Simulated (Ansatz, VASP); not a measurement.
# Two plane-wave programs on MgO

```
CELL_PARAMETERS angstrom
3.48402 0.00000 0.00000
-1.74201 3.01725 0.00000
0.00000 0.00000 4.18532
ATOMIC_POSITIONS crystal
Mg 0.33333 0.66667 0.25000
Mg 0.66667 0.33333 0.75000
O 0.66667 0.33333 0.25000
O 0.33333 0.66667 0.75000
```

Alike in both runs: task single point; functional LDA; k mesh 6 × 6 × 4; no spin polarisation.

|  | VASP | Ansatz |
| --- | --- | --- |
| version | VASP 6.6.1 | Ansatz 0.2.0 |
| potentials or method | VASP PAW LDA potentials, release 64 (Mg, O) | plane waves |
| plane-wave cutoff (eV) | 520 | 420 |
| occupations | gaussian, width 0.01 eV | fixed |
| valence electrons in the cell | 16 | 32 |

VASP gave:

* gap on the k mesh at the Fermi level (eV): 3.33
* pressure (GPa): -5.8
* traceless stress, the component that is largest in VASP (GPa): -0.31

Problem. Which values does Ansatz return?

Solution. gap on the k mesh at the Fermi level (eV): 3.33; pressure (GPa): -4.1; traceless stress, the component that is largest in VASP (GPa): -0.42.

LDA's correlation is that of Perdew and Zunger in VASP and of Perdew and Wang (1992) in Ansatz. VASP's potentials hold 16 valence electrons a cell and Ansatz's 32, so a difference there can come from the potentials and not from the codes.
